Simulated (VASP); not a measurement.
# Pt (R-3m) in VASP: further runs

Runs on Pt. Level: PBEsol. Tasks: single point.

Everything below comes from runs of VASP 6.6.1. Logs are shortened: lines on timing, memory, paths and dates and some standing lists are left out, and cuts for length are marked.

**1. The cell of the first run**

The structure is trigonal, space group R-3m (No. 166). The conventional cell has a = 2.744 Å, b = 2.744 Å, c = 6.869 Å, α = 90.00°, β = 90.00°, γ = 120.00°. Pt (site symmetry -3m) has 12 Pt at 2.74 to 2.78 Å within 3.6 Å.

**2. Single point, PBEsol**

Input file INCAR:

```
PREC = Accurate ; ENCUT = 520
EDIFF = 1E-7 ; ISMEAR = 0
SIGMA = 0.1 ; LREAL = F
LASPH = T ; NELM = 100
ALGO = Normal ; ISIF = 2
LWAVE = F ; LCHARG = F
GGA = PS ; NBANDS = 11
```

Input file KPOINTS:

```
regular mesh
0
Gamma
  15 15 15
```

Input file POSCAR:

```
Pt
1.0
    2.7439667418      0.0000000000      0.0000000000
   -1.3719833709      2.3763449055      0.0000000000
    1.3719833709      0.7921149685      2.2895062357
Pt
1
Direct
    0.0000000000      0.0000000000      0.0000000000
```

Potentials or basis: VASP PAW PBE potentials, release 64 (Pt).

On the command line:

```bash
cat potpaw_PBE.64/Pt/POTCAR > POTCAR
mpirun -np 1 vasp_std > vasp.out
```

OUTCAR:

```text
PREC = Accurate
   ENCUT = 520
   EDIFF = 1E-7
   ISMEAR = 0
   LREAL = F
   LASPH = T
   NELM = 100
   ISIF = 2
   GGA = PS

 ion  position               nearest neighbor table
   1  0.000  0.000  0.000-

  LATTYP: Found a trigonal (rhomboedric) cell.
 ALAT       =     2.7841737188
 COS(alpha) =     0.5143369852

  Lattice vectors:

 A1 = (  -0.0000000000,  -1.5842299370,   2.2895062357)
 A2 = (   1.3719833709,   0.7921149685,   2.2895062357)
 A3 = (  -1.3719833709,   0.7921149685,   2.2895062357)

Analysis of symmetry for initial positions (statically):
=====================================================================
 Subroutine PRICEL returns:
 Original cell was already a primitive cell.

 Routine SETGRP: Setting up the symmetry group for a
 trigonal (rhombohedral) supercell.

 Subroutine GETGRP returns: Found 12 space group operations
 (whereof 12 operations were pure point group operations)
 out of a pool of 12 trial point group operations.

The static configuration has the point symmetry D_3d.

Analysis of symmetry for dynamics (positions and initial velocities):
=====================================================================
 Subroutine PRICEL returns:
 Original cell was already a primitive cell.

 Routine SETGRP: Setting up the symmetry group for a
 trigonal (rhombohedral) supercell.

 Subroutine GETGRP returns: Found 12 space group operations
 (whereof 12 operations were pure point group operations)
 out of a pool of 12 trial point group operations.

The dynamic configuration has the point symmetry D_3d.

 Subroutine INISYM returns: Found 12 space group operations
 (whereof 12 operations are pure point group operations),
 and found     1 'primitive' translations

----------------------------------------------------------------------------------------

                                     Primitive cell

  volume of cell :      14.9290

  direct lattice vectors                    reciprocal lattice vectors
     2.743966742  0.000000000  0.000000000     0.364435904  0.210407167 -0.291183599
    -1.371983371  2.376344905  0.000000000     0.000000000  0.420814335 -0.145591800
     1.371983371  0.792114968  2.289506236     0.000000000  0.000000000  0.436775399

  length of vectors
     2.743966742  2.743966742  2.784173719     0.511734885  0.445288307  0.436775399

  position of ions in fractional coordinates (direct lattice)
     0.000000000  0.000000000  0.000000000

  ion indices of the primitive-cell ions
   primitive index   ion index
                 1           1

----------------------------------------------------------------------------------------

 KPOINTS: regular mesh

Automatic generation of k-mesh.
 Grid dimensions read from file:
 generate k-points for:   15   15   15

 Generating k-lattice:

  Cartesian coordinates                     Fractional coordinates (reciprocal lattice)
     0.024295727  0.014027144 -0.019412240     0.066666667  0.000000000  0.000000000
     0.000000000  0.028054289 -0.009706120     0.000000000  0.066666667  0.000000000
     0.000000000  0.000000000  0.029118360     0.000000000  0.000000000  0.066666667

  Length of vectors
     0.034115659  0.029685887  0.029118360

  Shift w.r.t. Gamma in fractional coordinates (k-lattice)
     0.000000000  0.000000000  0.000000000

 Subroutine IBZKPT returns following result:
 ===========================================

 Found    344 irreducible k-points:

 Following reciprocal coordinates:
            Coordinates               Weight
  0.000000  0.000000  0.000000      1.000000
  0.066667  0.000000 -0.000000      6.000000
  0.133333  0.000000 -0.000000      6.000000
  0.200000  0.000000 -0.000000      6.000000
  0.266667  0.000000 -0.000000      6.000000
  0.333333  0.000000  0.000000      6.000000
[... 16 lines left out ...]
  0.400000  0.133333  0.000000     12.000000
 -0.066667  0.133333  0.000000      6.000000
 [... further k-points ...]
   k-points           NKPTS =    344   k-points in BZ     NKDIM =    344   number of bands    NBANDS=     11
   number of dos      NEDOS =    301   number of ions     NIONS =      1
   total plane-waves  NPLWV =   9600
   dimension x,y,z NGX =    20 NGY =   20 NGZ =   24
   dimension x,y,z NGXF=    40 NGYF=   40 NGZF=   48
   ions per type =               1
   NGX,Y,Z   is equivalent  to a cutoff of  12.12, 12.12, 14.33 a.u.
   NGXF,Y,Z  is equivalent  to a cutoff of  24.23, 24.23, 28.66 a.u.
 SYSTEM =  unknown system
   PREC   = accura    normal or accurate (medium, high low for compatibility)
   ISTART =      0    job   : 0-new  1-cont  2-samecut
   ICHARG =      2    charge: 1-file 2-atom 10-const
   ISPIN  =      1    spin polarized calculation?
   LNONCOLLINEAR =      F non collinear calculations
   LSORBIT =      F    spin-orbit coupling
   LASPH  =      T    aspherical Exc in radial PAW
   ENCUT  =  520.0 eV  38.22 Ry    6.18 a.u.   5.10  5.10  5.18*2*pi/ulx,y,z
   NELM   =    100;   NELMIN=  2; NELMDL= -5     # of ELM steps
   EDIFF  = 0.1E-06   stopping-criterion for ELM
   LREAL  =      F    real-space projection
   EDIFFG = 0.1E-05   stopping-criterion for IOM
   NSW    =      0    number of steps for IOM
   IBRION =     -1    ionic relax: 0-MD 1-quasi-New 2-CG
   NFREE  =      0    steps in history (QN), initial steepest desc. (CG)
   ISIF   =      2    stress and relaxation
   ISYM   =      2    0-nonsym 1-usesym 2-fastsym
   POTIM  = 0.5000    time-step for ionic-motion
   TEBEG  =    0.0;   TEEND  =   0.0 temperature during run
   PSTRESS=    0.0 pullay stress
   NELECT =      10.0000    total number of electrons
   NUPDOWN=      -1.0000    fix difference up-down
   EMIN   =  10.00;   EMAX   =-10.00  energy-range for DOS
   EFERMI =   0.00;   METHOD = LEGACY
   ISMEAR =     0;   SIGMA  =   0.10  broadening in eV -4-tet -1-fermi 0-gaus
   EFERMI_NEDOS =   21; number of points for ismear=-14 and -15
   IALGO  =     38    algorithm
   IMIX   =      4    mixing-type and parameters
     AMIX     =   0.40;   BMIX     =  1.00
     AMIX_MAG =   1.60;   BMIX_MAG =  1.00
  volume/ion in A,a.u.               =      14.93       100.75
  Fermi-wavevector in a.u.,A,eV,Ry     =   1.432402  2.706846 27.916083  2.051774
  Thomas-Fermi vector in A             =   2.552033
   LORBIT       =      0    0 simple, 1 ext, 2 COOP (PROOUT), +10 PAW based schemes
   GGA     = PS    functional components
   LHFCALC =     F    Hartree Fock is set to
   AEXX    =    0.0000 exact exchange contribution
   IVDW    =     0    specifies the selected vdW correction
   LEPSILON=     F    determine dielectric tensor
   LRPA    =     F    only Hartree local field effects (RPA)
 non-spin polarized calculation
 Gauss-broadening in eV      SIGMA  =   0.10
  energy-cutoff  :      520.00
  volume of cell :       14.93
 maximum number of plane-waves:       411
   NGX = 11   NGY = 11   NGZ = 11

 number of electron      10.0000001 magnetization

 Free energy of the ion-electron system (eV)
  ---------------------------------------------------
  ext. energy  EPLUGINS =         0.00000000
  ---------------------------------------------------
  free energy    TOTEN  =        -6.96410404 eV

  energy without entropy =       -6.95631226  energy(sigma->0) =       -6.96020815

 E-fermi :  11.3087     XC(G=0): -13.6870

 val. band max:       11.3017309202   @ k =   0.2000   0.3333   0.0000
 cond. band min:      11.3107933272   @ k =   0.0000   0.4000   0.1333
 fundamental gap:      0.0090624070
 Fermi energy:        11.3086574604

 k-point     1 :       0.0000    0.0000    0.0000
  band No.  band energies     occupation
      1       0.8809      2.00000
      2       7.2520      2.00000
      3       7.5055      2.00000
      4       7.5055      2.00000
      5       9.6530      2.00000
      6       9.6530      2.00000
      7      25.8770      0.00000
      8      30.4446      0.00000
      9      31.1443      0.00000
     10      31.1443      0.00000
     11      36.2394      0.00000

 k-point     2 :       0.0667    0.0000   -0.0000
  band No.  band energies     occupation
      1       1.1222      2.00000
      2       7.2117      2.00000
      3       7.5121      2.00000
      4       7.6299      2.00000
      5       9.4729      2.00000
      6       9.7167      2.00000
      7      26.2596      0.00000
      8      30.1277      0.00000
      9      30.8441      0.00000
     10      31.2000      0.00000
     11      37.6990      0.00000

 k-point     3 :       0.1333    0.0000   -0.0000
  band No.  band energies     occupation
      1       1.8177      2.00000
      2       6.8235      2.00000
      3       7.8463      2.00000
      4       7.9980      2.00000
      5       8.9991      2.00000
      6       9.9000      2.00000
      7      27.3321      0.00000
      8      29.3288      0.00000
      9      30.6389      0.00000
     10      31.1141      0.00000
     11      38.7079      0.00000

 k-point     4 :       0.2000    0.0000   -0.0000
  band No.  band energies     occupation
      1       2.8533      2.00000
      2       6.2536      2.00000
      3       8.3726      2.00000
      4       8.5204      2.00000
      5       8.5934      2.00000
      6      10.1797      2.00000
      7      28.8061      0.00000
      8      28.9860      0.00000
      9      29.6975      0.00000
     10      30.1579      0.00000
     11      35.4391      0.00000
[... 239 lines left out ...]
 k-point    22 :       0.3333    0.1333   -0.0000
  band No.  band energies     occupation
      1       4.5876      2.00000
      2       5.0783      2.00000
      3       9.0206      2.00000
      4      10.1888      2.00000
      5      11.5296      0.00178
      6      13.2981      0.00000
      7      21.1017      0.00000
      8      24.3406      0.00000
      9      24.5574      0.00000
     10      31.5901      0.00000
     11      34.9363      0.00000

 k-point    23 :       0.4000    0.1333    0.0000
  band No.  band energies     occupation
      1       4.4295      2.00000
      2       4.8913      2.00000
      3       9.8070      2.00000
      4      10.7102      2.00000
      5      11.6046      0.00003
      6      14.9765      0.00000
      7      19.4717      0.00000
      8      22.5732      0.00000
      9      23.6091      0.00000
     10      32.1337      0.00000
     11      35.3922      0.00000

 k-point    24 :      -0.0667    0.1333    0.0000
  band No.  band energies     occupation
      1       1.3653      2.00000
      2       7.2560      2.00000
      3       7.4489      2.00000
      4       7.7445      2.00000
      5       9.4096      2.00000
      6       9.6659      2.00000
      7      26.6366      0.00000
      8      29.2889      0.00000
      9      30.8776      0.00000
     10      31.8572      0.00000
     11      38.0319      0.00000

 [... further k-points ...]
[... 5 lines left out ...]
  --------------------------------------------------------------------------------------
  -------------------------------------------------------------------------------------
  Total        0.2827494      0.2827494     -0.0424001     -0.0000000      0.0000000     -0.0000000
  in kB       30.3446481     30.3446481     -4.5503759     -0.0000000      0.0000000     -0.0000000
  external PRESSURE =      18.7129735 kB  Pullay stress =       0.0000000 kB

 VOLUME and BASIS-vectors are now :
 -----------------------------------------------------------------------------
  energy-cutoff  :      520.00
  volume of cell :       14.93
      direct lattice vectors                 reciprocal lattice vectors
     2.743966742  0.000000000  0.000000000     0.364435904  0.210407167 -0.291183599
    -1.371983371  2.376344905  0.000000000     0.000000000  0.420814335 -0.145591800
     1.371983371  0.792114968  2.289506236     0.000000000  0.000000000  0.436775399

 POSITION                                       TOTAL-FORCE (eV/Angst)
 -----------------------------------------------------------------------------------
      0.00000      0.00000      0.00000         0.000000     -0.000000      0.000000
 -----------------------------------------------------------------------------------
    total drift:                               -0.000000      0.000000     -0.000000

  FREE ENERGIE OF THE ION-ELECTRON SYSTEM (eV)
  ---------------------------------------------------
  free  energy   TOTEN  =        -6.9641040353 eV

  energy  without entropy=       -6.9563122557  energy(sigma->0) =       -6.96020815
```

Run time: 28 s. Hardware: 1 thread of AMD EPYC 9R45 (Zen 5), shared host; peak memory 0.15 GiB.

What came out:

```yaml
Free_energy: -6.9641 eV
Pressure: 1.9 GPa
Band_gap_on_the_k_mesh: zero (band 5 reaches 11.75 eV, above the bottom of band 6 at 9.52 eV)
```

Stress tensor (GPa, compression positive):
```
 3.03  0.00  0.00
 0.00  3.03  0.00
 0.00  0.00 -0.46
```

Caveat: the PAW data sets were made with another functional, which shifts forces and pressure a little; spin-orbit coupling is left out, which moves the levels of the heavy elements.

**3. Single point, PBEsol**

Input file INCAR:

```
PREC = Accurate ; ENCUT = 520
EDIFF = 1E-6 ; ISMEAR = 0
SIGMA = 0.1 ; LREAL = False
LASPH = True ; NELM = 100
ALGO = Fast ; ISIF = 2
LWAVE = False ; LCHARG = False
GGA = PS ; NBANDS = 11
```

Input file KPOINTS:

```
Automatic mesh
0
Gamma
  15 15 15
```

POSCAR: that of step 2 with these lines changed.

```diff
@@ -4,3 +4,3 @@
    -1.3719833709      2.3763449055      0.0000000000
-    1.3719833709      0.7921149685      2.2895062357
+    1.3719833709      0.7921149685      2.2883545476
 Pt
```

Potentials or basis: VASP PAW PBE potentials, release 64 (Pt).

On the command line:

```bash
cat potpaw_PBE.64/Pt/POTCAR > POTCAR
mpirun -np 1 vasp_std > vasp.out
```

OUTCAR:

```text
PREC = Accurate
   ENCUT = 520
   EDIFF = 1E-6
   ISMEAR = 0
   LREAL = False
   LASPH = True
   NELM = 100
   ISIF = 2
   GGA = PS

 ion  position               nearest neighbor table
   1  0.000  0.000  0.000-

  LATTYP: Found a trigonal (rhomboedric) cell.
 ALAT       =     2.7832267297
 COS(alpha) =     0.5140064366

  Lattice vectors:

 A1 = (   0.0000000000,  -1.5842299370,   2.2883545476)
 A2 = (   1.3719833709,   0.7921149685,   2.2883545476)
 A3 = (  -1.3719833709,   0.7921149685,   2.2883545476)

Analysis of symmetry for initial positions (statically):
[... 506 lines left out ...]
      4       7.7491      2.00000
      5       9.4179      2.00000
      6       9.6744      2.00000
      7      26.6453      0.00000
      8      29.2963      0.00000
      9      30.8943      0.00000
     10      31.8682      0.00000
     11      38.0472      0.00000

 [... further k-points ...]
[... 5 lines left out ...]
  --------------------------------------------------------------------------------------
  -------------------------------------------------------------------------------------
  Total        0.2939897      0.2939897     -0.0240894      0.0000000      0.0000000      0.0000000
  in kB       31.5668321     31.5668321     -2.5865719      0.0000000      0.0000000      0.0000000
  external PRESSURE =      20.1823641 kB  Pullay stress =       0.0000000 kB

 VOLUME and BASIS-vectors are now :
 -----------------------------------------------------------------------------
  energy-cutoff  :      520.00
  volume of cell :       14.92
      direct lattice vectors                 reciprocal lattice vectors
     2.743966742  0.000000000  0.000000000     0.364435904  0.210407167 -0.291330147
    -1.371983371  2.376344905  0.000000000     0.000000000  0.420814335 -0.145665073
     1.371983371  0.792114968  2.288354548     0.000000000  0.000000000  0.436995220

 POSITION                                       TOTAL-FORCE (eV/Angst)
 -----------------------------------------------------------------------------------
      0.00000      0.00000      0.00000         0.000000      0.000000      0.000000
 -----------------------------------------------------------------------------------
    total drift:                                0.000000      0.000000     -0.000000

  FREE ENERGIE OF THE ION-ELECTRON SYSTEM (eV)
  ---------------------------------------------------
  free  energy   TOTEN  =        -6.9641153707 eV

  energy  without entropy=       -6.9563217473  energy(sigma->0) =       -6.96021856
```

OSZICAR:

```text
N       E                     dE             d eps       ncg     rms          rms(c)
DAV:   1     0.394574750090E+02    0.39457E+02   -0.53698E+03  7688   0.846E+02
DAV:   2    -0.678796604892E+01   -0.46245E+02   -0.44493E+02  8667   0.179E+02
DAV:   3    -0.741199636471E+01   -0.62403E+00   -0.62046E+00  8841   0.197E+01
DAV:   4    -0.741444503505E+01   -0.24487E-02   -0.24485E-02  8781   0.146E+00
DAV:   5    -0.741446389866E+01   -0.18864E-04   -0.18865E-04  8912   0.117E-01    0.138E+01
RMM:   6    -0.701332599963E+01    0.40114E+00   -0.39564E-01  7611   0.532E+00    0.705E+00
RMM:   7    -0.696833447996E+01    0.44992E-01   -0.77568E-02  7972   0.251E+00    0.257E+00
RMM:   8    -0.696446298914E+01    0.38715E-02   -0.94175E-03  8042   0.876E-01    0.666E-01
RMM:   9    -0.696409783836E+01    0.36515E-03   -0.10198E-03  8707   0.276E-01    0.518E-02
RMM:  10    -0.696411409604E+01   -0.16258E-04   -0.15182E-04  8790   0.943E-02    0.582E-02
RMM:  11    -0.696411634467E+01   -0.22486E-05   -0.20001E-05  9039   0.313E-02    0.194E-02
RMM:  12    -0.696411537073E+01    0.97393E-06   -0.86387E-06  8306   0.232E-02
   1 F= -.69641154E+01 E0= -.69602186E+01  d E =-.779362E-02
```

stdout:

```text
POSCAR found type information on POSCAR Pt
 POSCAR found :  1 types and       1 ions
 scaLAPACK will be used
 -----------------------------------------------------------------------------
|                                                                             |
|                                                                             |
|     You enforced a specific xc type in the INCAR file but a different       |
|     I HOPE YOU KNOW WHAT YOU ARE DOING!                                     |
|                                                                             |
 -----------------------------------------------------------------------------

 LDA part: xc-table for (Slater+PW92), standard interpolation
 POSCAR, INCAR and KPOINTS ok, starting setup
 FFT: planning ... GRIDC
 FFT: planning ... GRID_SOFT
 FFT: planning ... GRID
 WAVECAR not read
 entering main loop
```

Run time: 30 s. Hardware: 1 thread of AMD EPYC 9R45 (Zen 5), shared host; peak memory 0.14 GiB.

What came out:

```yaml
Free_energy: -6.9641 eV
Pressure: 2.0 GPa
Band_gap_on_the_k_mesh: zero (band 5 reaches 11.76 eV, above the bottom of band 6 at 9.53 eV)
```

Caveat: the PAW data sets were made with another functional, which shifts forces and pressure a little; spin-orbit coupling is left out, which moves the levels of the heavy elements.
